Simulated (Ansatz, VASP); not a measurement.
## One calculation of Sc3BN2, two programs

```
Sc B N
1.0
     4.54266    0.00000    0.00000
    -2.27133    3.93406    0.00000
     0.00000    0.00000    4.35953
Sc B N
3 1 2
Direct
  0.33333 0.66667 0.62491
  0.66667 0.33333 0.62491
  0.00000 0.00000 0.12489
  0.00000 0.00000 0.62486
  0.33333 0.66667 0.12484
  0.66667 0.33333 0.12484
```

Alike in both runs: functional PBE; k mesh 6 × 6 × 4; occupations gaussian, width 0.1 eV; no spin polarisation.

Ansatz relaxed the structure, and its values are those at the end. VASP's run is a single point on that final structure, the one shown.

```csv
,VASP,Ansatz
version,VASP 6.6.1,Ansatz 0.2.0
potentials or method,"VASP PAW PBE potentials, release 64 (Sc_sv, B, N), cutoff 520 eV","scalar-relativistic, plane waves, PAW"
valence electrons in the cell,46,46
```

Ansatz gave:

* gap on the k mesh at the Fermi level (eV): none
* pressure (GPa): 0.3

Problem. Which values does VASP return?

Solution. gap on the k mesh at the Fermi level (eV): none; pressure (GPa): 0.7.

A gap of «none» marks a metal or a gap that the smearing closes. The functional is the same, so the differences come from potentials, cutoffs and numerics.

The k mesh is coarse, so the values compare programs but aren't converged.
